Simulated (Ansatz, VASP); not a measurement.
**One calculation of MgO, two programs**

INCAR

```
  ALGO = Normal
  EDIFF = 1E-7
  ENCUT = 520
  GGA = PE
  ISIF = 2
  ISMEAR = 0
  LASPH = T
  LCHARG = F
  LREAL = F
  LWAVE = F
  NBANDS = 16
  NELM = 80
  PREC = Accurate
  SIGMA = 0.05
```

Contents of KPOINTS:

```
k-points
0
Gamma
  6 6 6
```

The input POSCAR:

```
MgO
1.0
    3.4863778627      0.0000000000      0.0000000000
   -1.7431889314      3.1778046156      0.0000000000
    0.0000000000      0.0000000000      4.1780412200
Mg O
2 2
Direct
    0.6666666667      0.3333333333      0.7500000000
    0.3333333333      0.6666666667      0.2500000000
    0.6666666667      0.3333333333      0.2500000000
    0.3333333333      0.6666666667      0.7500000000
```

Input for Ansatz:

```yaml
crystal:
  lattice:
    - [3.4863778627, 0.0, 0.0]
    - [-1.7431889314, 3.1778046156, 0.0]
    - [0.0, 0.0, 4.17804122]
  atoms:
    - { symbol: Mg, position: [0.6666666667, 0.3333333333, 0.75] }
    - { symbol: Mg, position: [0.3333333333, 0.6666666667, 0.25] }
    - { symbol: O, position: [0.6666666667, 0.3333333333, 0.25] }
    - { symbol: O, position: [0.3333333333, 0.6666666667, 0.75] }
basis:
  ecutwfc: 420
kpoints:
  mp_grid: { grid: [6, 6, 6] }
hamiltonian:
  xc: pbe
scf:
  occupations: { method: gaussian, width: 0.05 }
output:
  forces: true
  stress: true
  eigenvalues: true
```

Change from the starting cell: strain +0.0525 x Voigt [0, 1, 0, 0, 0, 0], atoms carried along.

Alike in both runs: task single point; functional PBE; k mesh 6 × 6 × 6; occupations gaussian, width 0.05 eV; no spin polarisation.

```csv
,VASP,Ansatz
version,VASP 6.6.1,Ansatz 0.2.0
potentials or method,"VASP PAW PBE potentials, release 64 (Mg, O), cutoff 520 eV","scalar-relativistic, plane waves, PAW"
valence electrons in the cell,16,32
```

Ansatz gave:

```
gap on the k mesh at the Fermi level (eV)                     : 3.23
least direct gap on the mesh (eV)                             : 3.23
pressure (GPa)                                                : -1.6
traceless stress, the component that is largest in VASP (GPa) : -4.86
rms of the force components (eV/Å)                            : 0.167
```

**Question.** Estimate VASP's values.

**Answer.** gap on the k mesh at the Fermi level (eV): 3.21; least direct gap on the mesh (eV): 3.21; pressure (GPa): -2.1; traceless stress, the component that is largest in VASP (GPa): -4.88; rms of the force components (eV/Å): 0.169.

Atom by atom the forces differ by 0.002 eV/Å (rms over components). The functional is the same, so the differences come from potentials, cutoffs and numerics. VASP's potentials hold 16 valence electrons a cell and Ansatz's 32, so a difference there can come from the potentials and not from the codes.
